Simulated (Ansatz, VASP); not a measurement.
## K in VASP and in Ansatz

```
CELL_PARAMETERS angstrom
0.00000 2.55741 2.55741
2.55741 0.00000 2.55741
2.55741 2.55741 0.00000
ATOMIC_POSITIONS crystal
K 0.00000 0.00000 0.00000
```

Change from the starting cell: volume scaled by 0.52, PAW files.

Alike in both runs: task single point; functional LDA; k mesh 12 × 12 × 12; occupations fermi-dirac, width 0.08 eV; no spin polarisation.

|  | VASP | Ansatz |
| --- | --- | --- |
| version | VASP 6.6.1 | Ansatz 0.2.0 |
| potentials or method | VASP PAW LDA potentials, release 64 (K_sv) | PAW with Ansatz's default frozen-core files, scalar-relativistic |
| plane-wave cutoff (eV) | 520 | 420 |
| valence electrons in the cell | 9 | 9 |

```csv
,VASP,Ansatz,Ansatz less VASP
pressure (GPa),9.4,9.4,0.00
```

LDA's correlation is that of Perdew and Zunger in VASP and of Perdew and Wang (1992) in Ansatz.
